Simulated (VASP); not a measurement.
# NaAl5O2 (P-3m1) in VASP: notebook, part 2 of 2

VASP 6.6.1. The steps go on from the part before.

**3. Single point, PBE**

File INCAR:

```
SYSTEM = NaAl5O2
  PREC = Accurate
  ENCUT = 520
  EDIFF = 1E-6
  ISMEAR = 0
  SIGMA = 0.1
  LREAL = Auto
  LASPH = .True.
  NELM = 100
  ALGO = Normal
  ISIF = 2
  LWAVE = .False.
  LCHARG = .False.
  GGA = PE
  NBANDS = 48
```

File KPOINTS:

```
Automatic mesh
0
Gamma
  12 12 1
  0 0 0
```

File POSCAR:

```
NaAl5O2
1.0
    2.8986264266      0.0000000000      0.0000000000
   -1.4493132133      2.5102841215      0.0000000000
    0.0000000000      0.0000000000     29.1302312099
Na Al O
2 10 4
Direct
    0.6666666667      0.3333333333      0.0920447440
    0.3333333333      0.6666666667      0.9079552560
    0.3333333333      0.6666666667      0.1859866621
    0.0000000000      0.0000000000      0.0000000000
    0.6666666667      0.3333333333      0.8140133379
    0.0000000000      0.0000000000      0.2643268976
    0.0000000000      0.0000000000      0.7356731024
    0.6666666667      0.3333333333      0.5786008828
    0.0000000000      0.0000000000      0.5000000000
    0.3333333333      0.6666666667      0.4213991172
    0.6666666667      0.3333333333      0.3420649317
    0.3333333333      0.6666666667      0.6579350683
    0.0000000000      0.0000000000      0.1496973951
    0.3333333333      0.6666666667      0.0347326785
    0.6666666667      0.3333333333      0.9652673215
    0.0000000000      0.0000000000      0.8503026049
```

Potentials or basis: VASP PAW PBE potentials, release 64 (Na_pv, Al, O).

On the command line:

```console
$ cat potpaw_PBE.64/Na_pv/POTCAR potpaw_PBE.64/Al/POTCAR potpaw_PBE.64/O/POTCAR > POTCAR
$ mpirun -np 1 vasp_std > vasp.out
```

OUTCAR:

```text
SYSTEM = NaAl5O2
   PREC = Accurate
   ENCUT = 520
   EDIFF = 1E-6
   ISMEAR = 0
   LREAL = Auto
   LASPH = .True.
   NELM = 100
   ISIF = 2
   GGA = PE

 ion  position               nearest neighbor table
   1  0.667  0.333  0.092-  14 2.36  14 2.36  14 2.36  13 2.37  13 2.37  13 2.37
   2  0.333  0.667  0.908-  15 2.36  15 2.36  15 2.36  16 2.37  16 2.37  16 2.37
   3  0.333  0.667  0.186-  13 1.98  13 1.98  13 1.98   6 2.83   6 2.83   6 2.83
   4  0.000  0.000  0.000-  14 1.96  15 1.96  14 1.96  15 1.96  15 1.96  14 1.96
   5  0.667  0.333  0.814-  16 1.98  16 1.98  16 1.98   7 2.83   7 2.83   7 2.83
   6  0.000  0.000  0.264-  11 2.82  11 2.82  11 2.82   3 2.83   3 2.83   3 2.83
[... 8 lines left out ...]
  15  0.667  0.333  0.965-   4 1.96   4 1.96   4 1.96   2 2.36   2 2.36   2 2.36
  16  0.000  0.000  0.850-   5 1.98   5 1.98   5 1.98   2 2.37   2 2.37   2 2.37

  LATTYP: Found a hexagonal cell.
 ALAT       =     2.8986264266
 C/A-ratio  =    10.0496672985

  Lattice vectors:

 A1 = (   2.8986264266,   0.0000000000,   0.0000000000)
 A2 = (  -1.4493132133,   2.5102841215,   0.0000000000)
 A3 = (   0.0000000000,   0.0000000000,  29.1302312099)

Analysis of symmetry for initial positions (statically):
=====================================================================
 Subroutine PRICEL returns:
 Original cell was already a primitive cell.

 Routine SETGRP: Setting up the symmetry group for a
 hexagonal supercell.

 Subroutine GETGRP returns: Found 12 space group operations
 (whereof 12 operations were pure point group operations)
 out of a pool of 24 trial point group operations.

The static configuration has the point symmetry D_3d.

Analysis of symmetry for dynamics (positions and initial velocities):
=====================================================================
 Subroutine PRICEL returns:
 Original cell was already a primitive cell.

 Routine SETGRP: Setting up the symmetry group for a
 hexagonal supercell.

 Subroutine GETGRP returns: Found 12 space group operations
 (whereof 12 operations were pure point group operations)
 out of a pool of 24 trial point group operations.

The dynamic configuration has the point symmetry D_3d.

 Subroutine INISYM returns: Found 12 space group operations
 (whereof 12 operations are pure point group operations),
 and found     1 'primitive' translations

----------------------------------------------------------------------------------------

                                     Primitive cell

  volume of cell :     211.9625

  direct lattice vectors                    reciprocal lattice vectors
     2.898626427  0.000000000  0.000000000     0.344990990  0.199180641  0.000000000
    -1.449313213  2.510284121  0.000000000     0.000000000  0.398361282  0.000000000
     0.000000000  0.000000000 29.130231210     0.000000000  0.000000000  0.034328598

  length of vectors
     2.898626427  2.898626427 29.130231210     0.398361282  0.398361282  0.034328598

  position of ions in fractional coordinates (direct lattice)
     0.666666667  0.333333333  0.092044744
     0.333333333  0.666666667  0.907955256
     0.333333333  0.666666667  0.185986662
     0.000000000  0.000000000  0.000000000
[... 62 lines left out ...]
  0.166667 -0.000000  0.000000      6.000000
  0.250000  0.000000  0.000000      6.000000
  0.333333  0.000000  0.000000      6.000000
  0.416667  0.000000  0.000000      6.000000
[... 11 lines left out ...]
  0.333333  0.250000  0.000000     12.000000
  0.333333  0.333333  0.000000      2.000000
   k-points           NKPTS =     19   k-points in BZ     NKDIM =     19   number of bands    NBANDS=     48
   number of dos      NEDOS =    301   number of ions     NIONS =     16
   total plane-waves  NPLWV = 129024
   dimension x,y,z NGX =    24 NGY =   24 NGZ =  224
   dimension x,y,z NGXF=    48 NGYF=   48 NGZF=  448
   ions per type =               2  10   4
   NGX,Y,Z   is equivalent  to a cutoff of  13.76, 13.76, 12.78 a.u.
   NGXF,Y,Z  is equivalent  to a cutoff of  27.53, 27.53, 25.57 a.u.
 SYSTEM =  NaAl5O2
   PREC   = accura    normal or accurate (medium, high low for compatibility)
   ISTART =      0    job   : 0-new  1-cont  2-samecut
   ICHARG =      2    charge: 1-file 2-atom 10-const
   ISPIN  =      1    spin polarized calculation?
   LNONCOLLINEAR =      F non collinear calculations
   LSORBIT =      F    spin-orbit coupling
   LASPH  =      T    aspherical Exc in radial PAW
   ENCUT  =  520.0 eV  38.22 Ry    6.18 a.u.   5.39  5.39 54.16*2*pi/ulx,y,z
   NELM   =    100;   NELMIN=  2; NELMDL= -5     # of ELM steps
   EDIFF  = 0.1E-05   stopping-criterion for ELM
   LREAL  =      T    real-space projection
   EDIFFG = 0.1E-04   stopping-criterion for IOM
   NSW    =      0    number of steps for IOM
   IBRION =     -1    ionic relax: 0-MD 1-quasi-New 2-CG
   NFREE  =      0    steps in history (QN), initial steepest desc. (CG)
   ISIF   =      2    stress and relaxation
   ISYM   =      2    0-nonsym 1-usesym 2-fastsym
   POTIM  = 0.5000    time-step for ionic-motion
   TEBEG  =    0.0;   TEEND  =   0.0 temperature during run
   PSTRESS=    0.0 pullay stress
   NELECT =      68.0000    total number of electrons
   NUPDOWN=      -1.0000    fix difference up-down
   EMIN   =  10.00;   EMAX   =-10.00  energy-range for DOS
   EFERMI =   0.00;   METHOD = LEGACY
   ISMEAR =     0;   SIGMA  =   0.10  broadening in eV -4-tet -1-fermi 0-gaus
   EFERMI_NEDOS =   21; number of points for ismear=-14 and -15
   IALGO  =     38    algorithm
   IMIX   =      4    mixing-type and parameters
     AMIX     =   0.40;   BMIX     =  1.00
     AMIX_MAG =   1.60;   BMIX_MAG =  1.00
  volume/ion in A,a.u.               =      13.25        89.40
  Fermi-wavevector in a.u.,A,eV,Ry     =   1.120705  2.117826 17.088652  1.255981
  Thomas-Fermi vector in A             =   2.257354
   LORBIT       =      0    0 simple, 1 ext, 2 COOP (PROOUT), +10 PAW based schemes
   GGA     = PE    functional components
   LHFCALC =     F    Hartree Fock is set to
   AEXX    =    0.0000 exact exchange contribution
   IVDW    =     0    specifies the selected vdW correction
   LEPSILON=     F    determine dielectric tensor
   LRPA    =     F    only Hartree local field effects (RPA)
 non-spin polarized calculation
 Gauss-broadening in eV      SIGMA  =   0.10
  energy-cutoff  :      520.00
  volume of cell :      211.96
 maximum number of plane-waves:      5809
 NGX is ok and might be reduce to    24
   NGX = 11   NGY = 11   NGZ =109

 number of electron      67.9999977 magnetization

 Free energy of the ion-electron system (eV)
  ---------------------------------------------------
  ext. energy  EPLUGINS =         0.00000000
  ---------------------------------------------------
  free energy    TOTEN  =       -78.56583329 eV

  energy without entropy =      -78.55020408  energy(sigma->0) =      -78.55801869

 E-fermi :   8.0105     XC(G=0): -10.4103

 val. band max:        7.9424714159   @ k =   0.3333   0.0000   0.0000
 cond. band min:       8.0122706065   @ k =   0.3333   0.3333   0.0000
 fundamental gap:      0.0697991906
 Fermi energy:         8.0104933096

 k-point     1 :       0.0000    0.0000    0.0000
  band No.  band energies     occupation
      1     -17.5288      2.00000
      2     -17.5126      2.00000
      3     -17.3607      2.00000
      4     -17.3607      2.00000
      5     -17.3607      2.00000
      6     -17.3607      2.00000
[... 920 lines left out ...]
     45      10.0780      0.00000
     46      10.4389      0.00000
 [bands above 46 left out]

------------------------ aborting loop because EDIFF is reached ----------------------------------------

  FORCE on cell =-STRESS in cart. coord.  units (eV):
  Direction    XX          YY          ZZ          XY          YZ          ZX
  --------------------------------------------------------------------------------------
  -------------------------------------------------------------------------------------
  Total        0.0256753      0.0256753     -0.0310127     -0.0000000     -0.0000000     -0.0000000
  in kB        0.1940739      0.1940739     -0.2344184     -0.0000000     -0.0000000     -0.0000000
  external PRESSURE =       0.0512431 kB  Pullay stress =       0.0000000 kB

 VOLUME and BASIS-vectors are now :
 -----------------------------------------------------------------------------
  energy-cutoff  :      520.00
  volume of cell :      211.96
      direct lattice vectors                 reciprocal lattice vectors
     2.898626427  0.000000000  0.000000000     0.344990990  0.199180641  0.000000000
    -1.449313213  2.510284121  0.000000000     0.000000000  0.398361282  0.000000000
     0.000000000  0.000000000 29.130231210     0.000000000  0.000000000  0.034328598

 POSITION                                       TOTAL-FORCE (eV/Angst)
 -----------------------------------------------------------------------------------
      1.44931      0.83676      2.68128         0.000000     -0.000000      0.002005
     -0.00000      1.67352     26.44895        -0.000000      0.000000     -0.002005
     -0.00000      1.67352      5.41783        -0.000000     -0.000000     -0.005106
      0.00000      0.00000      0.00000        -0.000000      0.000000     -0.000000
      1.44931      0.83676     23.71240         0.000000      0.000000      0.005106
      0.00000      0.00000      7.69990         0.000000     -0.000000      0.005019
[... 8 lines left out ...]
      1.44931      0.83676     28.11846         0.000000      0.000000      0.006483
      0.00000      0.00000     24.76951         0.000000      0.000000     -0.014313
 -----------------------------------------------------------------------------------
    total drift:                                0.000000      0.000000      0.000000

  FREE ENERGIE OF THE ION-ELECTRON SYSTEM (eV)
  ---------------------------------------------------
  free  energy   TOTEN  =       -78.5658332926 eV

  energy  without entropy=      -78.5502040775  energy(sigma->0) =      -78.55801869
```

Run time: 2.7 min. Hardware: 1 thread of Intel Xeon 6975P-C (Granite Rapids), shared host; peak memory 0.43 GiB.

Results:

- Free energy: -78.5658 eV
- Pressure: 0.0 GPa
- Largest force: 0.014 eV/Å
- Band gap on the k mesh: zero (band 34 reaches 10.39 eV, above the bottom of band 35 at 6.52 eV)

Forces in eV/Å, atoms in the order of the input:
```
Na   0.000  0.000  0.002
Na   0.000  0.000 -0.002
Al   0.000  0.000 -0.005
Al   0.000  0.000  0.000
Al   0.000  0.000  0.005
Al   0.000  0.000  0.005
Al   0.000  0.000 -0.005
Al   0.000  0.000  0.002
Al   0.000  0.000  0.000
Al   0.000  0.000 -0.002
Al   0.000  0.000  0.000
Al   0.000  0.000  0.000
O    0.000  0.000  0.014
O    0.000  0.000 -0.006
O    0.000  0.000  0.006
O    0.000  0.000 -0.014
```

**4. Single point, PBE**

This run uses another cell than the first one: it holds 8 atoms, not 16.

File INCAR:

```
SYSTEM = NaAl5O2
PREC = Accurate
ENCUT = 520
EDIFF = 1E-7
ISMEAR = 0
SIGMA = 0.1
LREAL = .FALSE.
LASPH = .TRUE.
NELM = 100
ALGO = Normal
ISIF = 2
LWAVE = .FALSE.
LCHARG = .FALSE.
GGA = PE
NBANDS = 27
```

File KPOINTS:

```
regular mesh
0
G
  12 12 2
  0 0 0
```

File POSCAR:

```
NaAl5O2
1.0
    2.9006493929      0.0000000000      0.0000000000
   -1.4503246964      2.5120360617      0.0000000000
    0.0000000000      0.0000000000     14.6317736519
Na Al O
1 5 2
Direct
    0.0000000000      0.0000000000      0.0000000000
    0.6666666667      0.3333333333      0.1870176146
    0.3333333333      0.6666666667      0.8129823854
    0.3333333333      0.6666666667      0.3440214485
    0.0000000000      0.0000000000      0.5000000000
    0.6666666667      0.3333333333      0.6559785515
    0.3333333333      0.6666666667      0.1146567222
    0.6666666667      0.3333333333      0.8853432778
```

On the command line:

```console
$ cat potpaw_PBE.64/Na_pv/POTCAR potpaw_PBE.64/Al/POTCAR potpaw_PBE.64/O/POTCAR > POTCAR
$ mpirun -np 1 vasp_std > vasp.out
```

It took 49 s on 1 thread of Intel Xeon 6975P-C (Granite Rapids), shared host; peak memory 0.28 GiB.

The run converged. Its results:

| Property | Result |
| --- | --- |
| Free energy | -38.4794 eV |
| Pressure | 0.0 GPa |
| Largest force | 0.013 eV/Å |
| Band gap on the k mesh | zero (band 17 reaches 9.87 eV, above the bottom of band 18 at 6.97 eV) |

Forces in eV/Å, atoms in the order of the input:
```
Na   0.000  0.000  0.000
Al   0.000  0.000 -0.002
Al   0.000  0.000  0.002
Al   0.000  0.000  0.001
Al   0.000  0.000  0.000
Al   0.000  0.000 -0.001
O    0.000  0.000  0.013
O    0.000  0.000 -0.013
```

Levels at points of the mesh, in eV from the Fermi level:
```
           k point  band 13  band 14  band 15  band 16  band 17  band 18  band 19  band 20  band 21  band 22
(0.00, 0.00, 0.00)    -4.64    -4.64    -4.34    -2.34     0.62     1.43     3.97     4.68     6.73     9.24
(0.50, 0.00, 0.00)    -4.81    -3.97    -3.70    -2.24    -2.02    -0.61     0.01     2.09     3.04     3.75
(0.00, 0.00, 0.50)    -4.67    -4.64    -4.64    -1.82    -0.20     2.46     3.07     5.32     6.30     9.73
(0.50, 0.00, 0.50)    -4.82    -3.95    -3.68    -2.25    -2.09    -0.54     0.05     1.98     2.97     3.94
```

**5. Relaxation of cell and atoms, PBE**

This run uses another cell than the first one: it holds 8 atoms, not 16.

File INCAR:

```
PREC = Accurate
ENCUT = 600
EDIFF = 1E-7
ISMEAR = 0
SIGMA = 0.2
LREAL = False
LASPH = True
NELM = 100
ALGO = Normal
ISIF = 3
LWAVE = False
LCHARG = False
GGA = PE
IBRION = 2
NSW = 36
EDIFFG = -0.08
```

File KPOINTS:

```
Automatic mesh
0
Gamma
  6 6 2
```

File POSCAR:

```
NaAl5O2
1.0
    2.9000000000      0.0000000000      0.0000000000
   -1.4500000000      2.5114736700      0.0000000000
    0.0000000000      0.0000000000     14.4000000000
Na Al O
1 5 2
Direct
    0.0000000000      0.0000000000      0.0000000000
    0.6666666700      0.3333333300      0.1770000000
    0.3333333300      0.6666666700      0.8230000000
    0.3333333300      0.6666666700      0.3385000000
    0.0000000000      0.0000000000      0.5000000000
    0.6666666700      0.3333333300      0.6615000000
    0.3333333300      0.6666666700      0.1146000000
    0.6666666700      0.3333333300      0.8854000000
```

On the command line:

```console
$ cat potpaw_PBE.64/Na_pv/POTCAR potpaw_PBE.64/Al/POTCAR potpaw_PBE.64/O/POTCAR > POTCAR
$ mpirun -np 1 vasp_std > vasp.out
```

Run time: 2.4 min. Hardware: 1 thread of Intel Xeon 6975P-C (Granite Rapids), shared host; peak memory 0.26 GiB.

The run converged. Its results:

| Property | Result |
| --- | --- |
| Free energy | -38.5665 eV |
| Relaxed volume | 13.42 Å³/atom |
| Relaxed cell | a = 2.890 Å, b = 2.890 Å, c = 14.835 Å, α = 90.00°, β = 90.00°, γ = 120.00° |
| Space group after relaxing (to 0.05 Å) | P-3m1 (No. 164) |
| Energy gained by relaxing | 53.5 meV/atom |
| Ionic steps | 11 |
| Pressure after relaxing | -0.4 GPa |
| Largest force after relaxing | 0.025 eV/Å |
| Band gap on the k mesh | zero (band 17 reaches 9.73 eV, above the bottom of band 18 at 7.25 eV) |

Forces on the atoms (eV/Å):
```
Na   0.000  0.000  0.000
Al   0.000  0.000  0.018
Al   0.000  0.000 -0.018
Al   0.000  0.000  0.025
Al   0.000  0.000  0.000
Al   0.000  0.000 -0.025
O    0.000  0.000  0.018
O    0.000  0.000 -0.018
```

Stress tensor (GPa, compression positive):
```
-0.20  0.00  0.00
 0.00 -0.20  0.00
 0.00  0.00 -0.75
```

Step by step:
```
step  energy change (eV)  largest force (eV/Å)  pressure (GPa)  volume (Å³)
   1              0.0000                2.6567            5.21       104.88
   2             -0.1656                1.7271           -5.15       111.46
   3             -0.3949                0.1544           -1.43       108.55
   4             -0.3951                0.1602           -1.30       108.47
   5             -0.4157                0.1802           -0.22       107.06
   6             -0.4175                0.2098            0.21       106.53
   7             -0.4212                0.1141            0.30       106.61
   8             -0.4218                0.1948            0.36       106.66
   9             -0.4244                0.1356            0.01       107.00
  10             -0.4256                0.0433           -0.54       107.55
  11             -0.4279                0.0254           -0.38       107.33
```

Final structure:
```yaml
crystal:
  lattice:
    - [2.89039, 0.00000, 0.00000]
    - [-1.44520, 2.50315, 0.00000]
    - [0.00000, 0.00000, 14.83460]
  atoms:
    - { symbol: Na, position: [0.00000, 0.00000, 0.00000] }
    - { symbol: Al, position: [0.66667, 0.33333, 0.18472] }
    - { symbol: Al, position: [0.33333, 0.66667, 0.81528] }
    - { symbol: Al, position: [0.33333, 0.66667, 0.34053] }
    - { symbol: Al, position: [0.00000, 0.00000, 0.50000] }
    - { symbol: Al, position: [0.66667, 0.33333, 0.65947] }
    - { symbol: O, position: [0.33333, 0.66667, 0.11323] }
    - { symbol: O, position: [0.66667, 0.33333, 0.88677] }
```

Levels at points of the mesh, in eV from the Fermi level:
```csv
k point,band 13,band 14,band 15,band 16,band 17,band 18,band 19,band 20,band 21,band 22
"(0.00, 0.00, 0.00)",-4.52,-4.52,-4.34,-2.50,0.52,1.41,3.92,4.66,6.55,8.96
"(0.50, 0.00, 0.00)",-4.63,-3.85,-3.58,-2.20,-1.98,-0.53,0.08,1.96,2.86,3.74
"(0.00, 0.00, 0.50)",-4.55,-4.52,-4.52,-2.00,-0.25,2.45,2.98,5.37,6.08,9.39
"(0.50, 0.00, 0.50)",-4.64,-3.83,-3.56,-2.21,-2.04,-0.47,0.12,1.86,2.79,3.94
```

Caveat: the k points lie up to 0.42 Å⁻¹ apart in the final cell; the relaxation stopped at a loose force limit of 0.08 eV/Å, so its end isn't a converged minimum.

**6. Summary**

```csv
task,cell,k mesh,cutoff (eV),smearing,gap on the mesh (eV),pressure (GPa),largest force (eV/Å)
single point,"a = 2.898, b = 2.898, c = 29.130 Å, angles 90.0, 90.0, 120.0°, 16 atoms",12 × 12 × 1,520,gaussian 0.2 eV,none,0.0,0.03
single point,"a = 2.899, b = 2.899, c = 29.130 Å, angles 90.0, 90.0, 120.0°, 16 atoms",12 × 12 × 1,520,gaussian 0.1 eV,none,0.0,0.01
single point,"a = 2.901, b = 2.901, c = 14.632 Å, angles 90.0, 90.0, 120.0°, 8 atoms",12 × 12 × 2,520,gaussian 0.1 eV,none,0.0,0.01
relaxation of cell and atoms,"relaxed from a = 2.900, b = 2.900, c = 14.400 Å, angles 90.0, 90.0, 120.0°, 8 atoms",6 × 6 × 2,600,gaussian 0.2 eV,none,-0.4,0.03
```

Some of these runs hold the atoms at other places in the same cell, which the table doesn't show; runs alike in all that it shows share one row.

Alike in all rows: level PBE; potentials or basis VASP PAW PBE potentials, release 64 (Na_pv, Al, O); no spin polarisation.

Caveats: some runs use coarse meshes; the relaxation stopped at a loose force limit of 0.08 eV/Å, so its end isn't a converged minimum (some runs).

Total energies depend on the potentials used, so only differences within one code and one set of settings carry meaning.
